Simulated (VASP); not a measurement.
# LiNbO3 (R-3c) in VASP: notebook

The runs below take LiNbO3 through single point, with PBE.

Everything below comes from runs of VASP 6.6.1. Logs are shortened: lines on timing, memory, paths and dates and some standing lists are left out, and cuts for length are marked.

## Step 1: The cell of the first run

It takes space group R-3c (No. 167, trigonal). Conventional cell: a = 5.010 Å, b = 5.010 Å, c = 14.996 Å, α = 90.00°, β = 90.00°, γ = 120.00°. Within 2.4 Å of Li (site symmetry 32) lie 3 O at 1.81 Å. Within 2.7 Å of Nb (site symmetry -3) lie 6 O at 2.03 Å. O (site symmetry 2) has 1 Li at 1.81 Å and 2 Nb at 2.03 Å within 2.4 Å.

## Step 2: Single point, PBE

Input file INCAR:

```
  PREC = Accurate
  ENCUT = 520
  EDIFF = 1E-6
  ISMEAR = 0
  SIGMA = 0.05
  LREAL = F
  LASPH = T
  NELM = 80
  ALGO = Normal
  ISIF = 2
  LWAVE = F
  LCHARG = F
  GGA = PE
  NBANDS = 45
```

Input file KPOINTS:

```
regular mesh
0
Gamma
  6 6 6
```

Input file POSCAR:

```
LiNbO3
1.0
    2.5048192932      1.4461580933      4.9986173815
   -2.5048192932      1.4461580933      4.9986173815
    0.0000000000     -2.8923161864      4.9986173816
Li Nb O
2 2 6
Direct
    0.2500000000      0.2500000000      0.2500000000
    0.7500000000      0.7500000000      0.7500000000
    0.0000000000      0.0000000000      0.0000000000
    0.5000000000      0.5000000000      0.5000000000
    0.1111894848      0.3888105152      0.7500000000
    0.7500000000      0.1111894848      0.3888105152
    0.3888105152      0.7500000000      0.1111894848
    0.8888105152      0.6111894848      0.2500000000
    0.2500000000      0.8888105152      0.6111894848
    0.6111894848      0.2500000000      0.8888105152
```

Potentials or basis: VASP PAW PBE potentials, release 64 (Li_sv, Nb_sv, O).

The run is started by

```sh
$ cat potpaw_PBE.64/Li_sv/POTCAR potpaw_PBE.64/Nb_sv/POTCAR potpaw_PBE.64/O/POTCAR > POTCAR
$ mpirun -np 1 vasp_std > vasp.out
```

OUTCAR:

```text
PREC = Accurate
   ENCUT = 520
   EDIFF = 1E-6
   ISMEAR = 0
   LREAL = F
   LASPH = T
   NELM = 80
   ISIF = 2
   GGA = PE

 ion  position               nearest neighbor table
   1  0.250  0.250  0.250-   8 1.81   9 1.81  10 1.81
   2  0.750  0.750  0.750-   5 1.81   6 1.81   7 1.81
   3  0.000  0.000  0.000-   7 2.03  10 2.03   8 2.03   5 2.03   9 2.03   6 2.03
   4  0.500  0.500  0.500-   6 2.03   9 2.03   8 2.03   5 2.03   7 2.03  10 2.03
   5  0.111  0.389  0.750-   2 1.81   3 2.03   4 2.03
   6  0.750  0.111  0.389-   2 1.81   4 2.03   3 2.03
   7  0.389  0.750  0.111-   2 1.81   3 2.03   4 2.03
   8  0.889  0.611  0.250-   1 1.81   3 2.03   4 2.03
   9  0.250  0.889  0.611-   1 1.81   4 2.03   3 2.03
  10  0.611  0.250  0.889-   1 1.81   3 2.03   4 2.03

  LATTYP: Found a trigonal (rhomboedric) cell.
 ALAT       =     5.7750903585
 COS(alpha) =     0.6237597730

  Lattice vectors:

 A1 = (   2.5048192932,   1.4461580933,   4.9986173815)
 A2 = (  -2.5048192932,   1.4461580933,   4.9986173815)
 A3 = (   0.0000000000,  -2.8923161864,   4.9986173816)

Analysis of symmetry for initial positions (statically):
=====================================================================
 Subroutine PRICEL returns:
 Original cell was already a primitive cell.

 Routine SETGRP: Setting up the symmetry group for a
 trigonal (rhombohedral) supercell.

 Subroutine GETGRP returns: Found 12 space group operations
 (whereof  6 operations were pure point group operations)
 out of a pool of 12 trial point group operations.

The static configuration has the point symmetry S_6 .
 The point group associated with its full space group is D_3d.

Analysis of symmetry for dynamics (positions and initial velocities):
=====================================================================
 Subroutine PRICEL returns:
 Original cell was already a primitive cell.

 Routine SETGRP: Setting up the symmetry group for a
 trigonal (rhombohedral) supercell.

 Subroutine GETGRP returns: Found 12 space group operations
 (whereof  6 operations were pure point group operations)
 out of a pool of 12 trial point group operations.

The dynamic configuration has the point symmetry S_6 .
 The point group associated with its full space group is D_3d.

 Subroutine INISYM returns: Found 12 space group operations
 (whereof  6 operations are pure point group operations),
 and found     1 'primitive' translations

----------------------------------------------------------------------------------------

                                     Primitive cell

  volume of cell :     108.6409

  direct lattice vectors                    reciprocal lattice vectors
     2.504819293  1.446158093  4.998617381     0.199615198  0.115247888  0.066685107
    -2.504819293  1.446158093  4.998617381    -0.199615198  0.115247888  0.066685107
     0.000000000 -2.892316186  4.998617382     0.000000000 -0.230495777  0.066685107

  length of vectors
     5.775090359  5.775090359  5.775090359     0.239948342  0.239948342  0.239948342

  position of ions in fractional coordinates (direct lattice)
     0.250000000  0.250000000  0.250000000
     0.750000000  0.750000000  0.750000000
     0.000000000  0.000000000  0.000000000
     0.500000000  0.500000000  0.500000000
     0.111189485  0.388810515  0.750000000
     0.750000000  0.111189485  0.388810515
     0.388810515  0.750000000  0.111189485
     0.888810515  0.611189485  0.250000000
     0.250000000  0.888810515  0.611189485
     0.611189485  0.250000000  0.888810515

  ion indices of the primitive-cell ions
   primitive index   ion index
                 1           1
                 2           2
                 3           3
                 4           4
                 5           5
                 6           6
                 7           7
                 8           8
                 9           9
                10          10

----------------------------------------------------------------------------------------

 KPOINTS: regular mesh

Automatic generation of k-mesh.
 Grid dimensions read from file:
 generate k-points for:    6    6    6

 Generating k-lattice:

  Cartesian coordinates                     Fractional coordinates (reciprocal lattice)
     0.033269200  0.019207981  0.011114184     0.166666667 -0.000000000  0.000000000
    -0.033269200  0.019207981  0.011114184    -0.000000000  0.166666667  0.000000000
     0.000000000 -0.038415963  0.011114184     0.000000000  0.000000000  0.166666667

  Length of vectors
     0.039991390  0.039991390  0.039991390

  Shift w.r.t. Gamma in fractional coordinates (k-lattice)
     0.000000000  0.000000000  0.000000000

 Subroutine IBZKPT returns following result:
 ===========================================

 Found     32 irreducible k-points:

 Following reciprocal coordinates:
            Coordinates               Weight
  0.000000  0.000000  0.000000      1.000000
  0.166667  0.000000  0.000000      6.000000
  0.333333 -0.000000  0.000000      6.000000
  0.500000 -0.000000  0.000000      3.000000
  0.166667  0.166667 -0.000000      6.000000
  0.333333  0.166667  0.000000     12.000000
[... 16 lines left out ...]
  0.500000  0.500000  0.166667      6.000000
 -0.333333  0.500000  0.166667     12.000000
 [... further k-points ...]
   k-points           NKPTS =     32   k-points in BZ     NKDIM =     32   number of bands    NBANDS=     45
   number of dos      NEDOS =    301   number of ions     NIONS =     10
   total plane-waves  NPLWV = 110592
   dimension x,y,z NGX =    48 NGY =   48 NGZ =   48
   dimension x,y,z NGXF=    96 NGYF=   96 NGZF=   96
   ions per type =               2   2   6
   NGX,Y,Z   is equivalent  to a cutoff of  13.82, 13.82, 13.82 a.u.
   NGXF,Y,Z  is equivalent  to a cutoff of  27.64, 27.64, 27.64 a.u.
 SYSTEM =  unknown system
   PREC   = accura    normal or accurate (medium, high low for compatibility)
   ISTART =      0    job   : 0-new  1-cont  2-samecut
   ICHARG =      2    charge: 1-file 2-atom 10-const
   ISPIN  =      1    spin polarized calculation?
   LNONCOLLINEAR =      F non collinear calculations
   LSORBIT =      F    spin-orbit coupling
   LASPH  =      T    aspherical Exc in radial PAW
   ENCUT  =  520.0 eV  38.22 Ry    6.18 a.u.  10.74 10.74 10.74*2*pi/ulx,y,z
   NELM   =     80;   NELMIN=  2; NELMDL= -5     # of ELM steps
   EDIFF  = 0.1E-05   stopping-criterion for ELM
   LREAL  =      F    real-space projection
   EDIFFG = 0.1E-04   stopping-criterion for IOM
   NSW    =      0    number of steps for IOM
   IBRION =     -1    ionic relax: 0-MD 1-quasi-New 2-CG
   NFREE  =      0    steps in history (QN), initial steepest desc. (CG)
   ISIF   =      2    stress and relaxation
   ISYM   =      2    0-nonsym 1-usesym 2-fastsym
   POTIM  = 0.5000    time-step for ionic-motion
   TEBEG  =    0.0;   TEEND  =   0.0 temperature during run
   PSTRESS=    0.0 pullay stress
   NELECT =      68.0000    total number of electrons
   NUPDOWN=      -1.0000    fix difference up-down
   EMIN   =  10.00;   EMAX   =-10.00  energy-range for DOS
   EFERMI =   0.00;   METHOD = LEGACY
   ISMEAR =     0;   SIGMA  =   0.05  broadening in eV -4-tet -1-fermi 0-gaus
   EFERMI_NEDOS =   21; number of points for ismear=-14 and -15
   IALGO  =     38    algorithm
   IMIX   =      4    mixing-type and parameters
     AMIX     =   0.40;   BMIX     =  1.00
     AMIX_MAG =   1.60;   BMIX_MAG =  1.00
  volume/ion in A,a.u.               =      10.86        73.31
  Fermi-wavevector in a.u.,A,eV,Ry     =   1.400383  2.646339 26.681995  1.961071
  Thomas-Fermi vector in A             =   2.523349
   LORBIT       =      0    0 simple, 1 ext, 2 COOP (PROOUT), +10 PAW based schemes
   GGA     = PE    functional components
   LHFCALC =     F    Hartree Fock is set to
   AEXX    =    0.0000 exact exchange contribution
   IVDW    =     0    specifies the selected vdW correction
   LEPSILON=     F    determine dielectric tensor
   LRPA    =     F    only Hartree local field effects (RPA)
 non-spin polarized calculation
 Gauss-broadening in eV      SIGMA  =   0.05
  energy-cutoff  :      520.00
  volume of cell :      108.64
 maximum number of plane-waves:      2939
 NGX is ok and might be reduce to    48

 number of electron      67.9999999 magnetization

 Free energy of the ion-electron system (eV)
  ---------------------------------------------------
  ext. energy  EPLUGINS =         0.00000000
  ---------------------------------------------------
  free energy    TOTEN  =       -78.91004037 eV

  energy without entropy =      -78.91004037  energy(sigma->0) =      -78.91004037

 E-fermi :   3.8204     XC(G=0): -10.6956

 val. band max:        3.5606587123   @ k =   0.0000   0.0000   0.0000
 cond. band min:       5.7319073514   @ k =   0.5000   0.5000   0.0000
 fundamental gap:      2.1712486391
 Fermi energy:         3.8204341470

 k-point     1 :       0.0000    0.0000    0.0000
  band No.  band energies     occupation
      1     -51.3718      2.00000
      2     -51.3602      2.00000
      3     -38.6524      2.00000
      4     -38.6507      2.00000
      5     -27.4943      2.00000
      6     -27.4943      2.00000
[... 37 lines left out ...]
     44      13.2903      0.00000
     45      13.2907      0.00000

 k-point     2 :       0.1667    0.0000    0.0000
  band No.  band energies     occupation
      1     -51.3710      2.00000
      2     -51.3610      2.00000
      3     -38.6523      2.00000
      4     -38.6508      2.00000
      5     -27.4878      2.00000
      6     -27.4871      2.00000
[... 1048 lines left out ...]
 k-point    24 :      -0.3333    0.5000    0.1667
  band No.  band energies     occupation
      1     -51.3669      2.00000
      2     -51.3650      2.00000
      3     -38.6518      2.00000
      4     -38.6514      2.00000
      5     -27.4995      2.00000
      6     -27.4973      2.00000
[... 37 lines left out ...]
     44      12.6172      0.00000
     45      13.5219      0.00000

 [... further k-points ...]

------------------------ aborting loop because EDIFF is reached ----------------------------------------

  FORCE on cell =-STRESS in cart. coord.  units (eV):
  Direction    XX          YY          ZZ          XY          YZ          ZX
  --------------------------------------------------------------------------------------
  -------------------------------------------------------------------------------------
  Total        1.5882535      1.5882535    -13.0629757      0.0000000     -0.0000000      0.0000000
  in kB       23.4227073     23.4227073   -192.6457284      0.0000000     -0.0000000      0.0000000
  external PRESSURE =     -48.6001046 kB  Pullay stress =       0.0000000 kB

 VOLUME and BASIS-vectors are now :
 -----------------------------------------------------------------------------
  energy-cutoff  :      520.00
  volume of cell :      108.64
      direct lattice vectors                 reciprocal lattice vectors
     2.504819293  1.446158093  4.998617381     0.199615198  0.115247888  0.066685107
    -2.504819293  1.446158093  4.998617381    -0.199615198  0.115247888  0.066685107
     0.000000000 -2.892316186  4.998617382     0.000000000 -0.230495777  0.066685107

 POSITION                                       TOTAL-FORCE (eV/Angst)
 -----------------------------------------------------------------------------------
      0.00000      0.00000      3.74896        -0.000000     -0.000000      0.000000
      0.00000      0.00000     11.24689        -0.000000      0.000000      0.000000
      0.00000      0.00000      0.00000        -0.000000      0.000000      0.000000
      0.00000      0.00000      7.49793        -0.000000      0.000000      0.000000
     -0.69539     -1.44616      6.24827         0.963187      0.000000      0.000000
      1.60010      0.12085      6.24827        -0.481593      0.834144     -0.000000
     -0.90471      1.32530      6.24827        -0.481593     -0.834144      0.000000
      0.69539      1.44616      8.74758        -0.963187     -0.000000     -0.000000
     -1.60010     -0.12085      8.74758         0.481593     -0.834144      0.000000
      0.90471     -1.32530      8.74758         0.481593      0.834144     -0.000000
 -----------------------------------------------------------------------------------
    total drift:                                0.000000      0.000000     -0.000000

  FREE ENERGIE OF THE ION-ELECTRON SYSTEM (eV)
  ---------------------------------------------------
  free  energy   TOTEN  =       -78.9100403741 eV

  energy  without entropy=      -78.9100403741  energy(sigma->0) =      -78.91004037
```

It took 2.6 min on 1 thread of Intel Xeon 6975P-C (Granite Rapids), shared host; peak memory 0.37 GiB.

What came out:

```
Free energy            : -78.9100 eV
Largest force          : 0.963 eV/Å
Band gap on the k mesh : 2.17 eV (least direct gap 2.23 eV)
```

Forces in eV/Å, atoms in the order of the input:
```
Li   0.000  0.000  0.000
Li   0.000  0.000  0.000
Nb   0.000  0.000  0.000
Nb   0.000  0.000  0.000
O    0.963  0.000  0.000
O   -0.482  0.834  0.000
O   -0.482 -0.834  0.000
O   -0.963  0.000  0.000
O    0.482 -0.834  0.000
O    0.482  0.834  0.000
```

Caveat: the cutoff is under 1.25 times the usual one of these potentials, so pressure, stress and relaxed cells hold a basis-set (Pulay) error.

## Step 3: Single point, PBE

This run uses another cell than the first one, of the same volume but with other edges.

Input file INCAR:

```
SYSTEM = LiNbO3
  PREC = Accurate
  ENCUT = 520
  EDIFF = 1E-6
  ISMEAR = 0
  SIGMA = 0.05
  LREAL = .False.
  LASPH = .True.
  NELM = 100
  ALGO = Normal
  ISIF = 2
  LWAVE = .False.
  LCHARG = .True.
  GGA = PE
  LELF = .True.
  LVHAR = .True.
  NBANDS = 45
```

Input file KPOINTS:

```
regular mesh
0
Gamma
  6 6 6
  0 0 0
```

Input file POSCAR:

```
LiNbO3
1.0
    2.6115267350      1.5077656635      4.5984740720
   -2.6115267350      1.5077656635      4.5984740720
    0.0000000000     -3.0155313268      4.5984740721
Li Nb O
2 2 6
Direct
    0.2500000000      0.2500000000      0.2500000000
    0.7500000000      0.7500000000      0.7500000000
    0.0000000000      0.0000000000      0.0000000000
    0.5000000000      0.5000000000      0.5000000000
    0.1207624291      0.3792375709      0.7500000000
    0.7500000000      0.1207624291      0.3792375709
    0.3792375709      0.7500000000      0.1207624291
    0.8792375709      0.6207624291      0.2500000000
    0.2500000000      0.8792375709      0.6207624291
    0.6207624291      0.2500000000      0.8792375709
```

Potentials or basis: VASP PAW PBE potentials, release 64 (Li_sv, Nb_sv, O).

The run is started by

```sh
$ cat potpaw_PBE.64/Li_sv/POTCAR potpaw_PBE.64/Nb_sv/POTCAR potpaw_PBE.64/O/POTCAR > POTCAR
$ mpirun -np 1 vasp_std > vasp.out
```

Run time: 4.5 min. Hardware: 1 thread of Intel Xeon Platinum 8488C (Sapphire Rapids), shared host; peak memory 0.31 GiB.

The run converged. Its results:

* Free energy: -79.6762 eV
* Largest force: 0.457 eV/Å
* Band gap on the k mesh: 2.46 eV (least direct gap 2.52 eV)

Forces in eV/Å, atoms in the order of the input:
```
Li   0.000  0.000  0.000
Li   0.000  0.000  0.000
Nb   0.000  0.000  0.000
Nb   0.000  0.000  0.000
O    0.457  0.000  0.000
O   -0.228  0.396  0.000
O   -0.228 -0.396  0.000
O   -0.457  0.000  0.000
O    0.228 -0.396  0.000
O    0.228  0.396  0.000
```

Levels at points of the mesh, in eV from the valence-band top:
```
           k point  band 32  band 33  band 34  band 35  band 36  band 37
(0.00, 0.00, 0.00)    -0.16    -0.16     0.00     2.52     2.52     2.65
(0.50, 0.00, 0.00)    -0.27    -0.20    -0.20     3.96     3.96     3.99
(0.50, 0.50, 0.00)    -0.45    -0.34    -0.27     2.46     3.36     3.69
(0.50, 0.50, 0.50)    -0.29    -0.29    -0.29     3.99     3.99     4.25
```

Caveat: the cutoff is under 1.25 times the usual one of these potentials, so pressure, stress and relaxed cells hold a basis-set (Pulay) error. A k mesh can miss the band edges.
